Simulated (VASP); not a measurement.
Runs of VASP 6.6.1 on AlGa3N4. The structure is that of space group P-43m (No. 215), or close to it. The cells are those of the table. 

| task | potentials or basis | cell | cutoff (eV) | smearing | gap on the mesh (eV) | pressure (GPa) | largest force (eV/Å) |
| --- | --- | --- | --- | --- | --- | --- | --- |
| single point | VASP PAW PBE potentials, release 64 (Al, Ga_d, N) | a = 4.473 Å, 8 atoms | 520 | gaussian 0.02 eV | 2.78 | -0.4 | 0.08 |
| single point | VASP PAW PBE potentials, release 64 (Al, Ga_d, N) | a = 4.458 Å, 8 atoms | 520 | gaussian 0.02 eV | (a) | 1.7 | 0.08 |
| relaxation of cell and atoms | VASP PAW PBE potentials, release 64 (Al, Ga_d, N) | relaxed to -1 GPa from a = 4.480 Å, 8 atoms | 600 | gaussian 0.02 eV | (c) | -1.0 | - |
| single point | VASP PAW PBE potentials, release 64 (Al, Ga_d, N_h) | a = 4.609 Å, 8 atoms | 910 | gaussian 0.02 eV | 2.13 | -15.2 | 0.07 |
| single point | VASP PAW PBE potentials, release 64 (Al, Ga_d, N) | a = 4.317 Å, 8 atoms | 520 | gaussian 0.02 eV | (b) | 26.1 | 0.09 |
| single point | VASP PAW PBE potentials, release 64 (Al, Ga_d, N_h) | a = 4.465 Å, 8 atoms | 910 | gaussian 0.05 eV | 2.81 | 0.6 | 0.08 |

Alike in all rows: level r2SCAN; no spin polarisation; k mesh 6 × 6 × 6.

Q: Fill in the values left out.

A: (a) 2.85; (b) 3.56; (c) 2.76.

Caveats: the PAW data sets were made with another functional, which shifts forces and pressure a little; the cutoff is under 1.25 times the usual one of these potentials, so pressure, stress and relaxed cells hold a basis-set (Pulay) error (at least some runs); the cell is relaxed towards a set pressure, so the run minimises the enthalpy, not the energy (at least some runs); the cell stands under tension (at least some runs); the cell stands under pressure (at least some runs).

A k mesh can miss the band edges, and the runs leave out spin-orbit coupling on Ga.
